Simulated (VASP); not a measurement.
Input of a VASP 6.6.1 run:

Contents of POSCAR:

```
V
1.0
   -1.4917693513      1.4917693513      1.4917693513
    1.4917693513     -1.4917693513      1.4917693513
    1.4917693513      1.4917693513     -1.4917693513
V
1
Direct
    0.0000000000      0.0000000000      0.0000000000
```

INCAR.step1

```
PREC     = Accurate       # precision mode
ENCUT    = 520            # plane-wave cutoff, eV
ISMEAR   = 1              # smearing method
SIGMA    = 0.1            # smearing width, eV
LREAL    = False          # projectors in reciprocal space
LASPH    = True           # aspherical terms in the spheres
NELM     = 80             # most SCF steps
NBANDS   = 12             # bands
GGA      = PE             # functional
ALGO     = Normal         # electronic algorithm
EDIFF    = 1E-4           # SCF threshold, eV
LWAVE    = True           # write WAVECAR
LCHARG   = False          # write CHGCAR
```

Contents of INCAR.step2:

```
PREC     = Accurate       # precision mode
ENCUT    = 520            # plane-wave cutoff, eV
EDIFF    = 1E-7           # SCF threshold, eV
ISMEAR   = 1              # smearing method
SIGMA    = 0.1            # smearing width, eV
LREAL    = False          # projectors in reciprocal space
LASPH    = True           # aspherical terms in the spheres
NELM     = 80             # most SCF steps
ALGO     = Normal         # electronic algorithm
ISIF     = 2              # what is computed and relaxed
LWAVE    = False          # write WAVECAR
LCHARG   = False          # write CHGCAR
METAGGA  = R2SCAN         # meta-GGA
LMIXTAU  = True         
NBANDS   = 12             # bands
ISTART   = 1
```

The input KPOINTS:

```
Automatic mesh
0
Gamma
  15 15 15
```

Potentials or basis: VASP PAW PBE potentials, release 64 (V_sv).

Run with:

```bash
$ cat potpaw_PBE.64/V_sv/POTCAR > POTCAR
$ cp INCAR.step1 INCAR
$ mpirun -np 1 vasp_std > vasp.out
$ cp INCAR.step2 INCAR
$ mpirun -np 1 vasp_std > vasp.out
```

Q: What does it give for the pressure?

A: 0.0 GPa.

Caveat: the PAW data sets were made with another functional, which shifts forces and pressure a little.
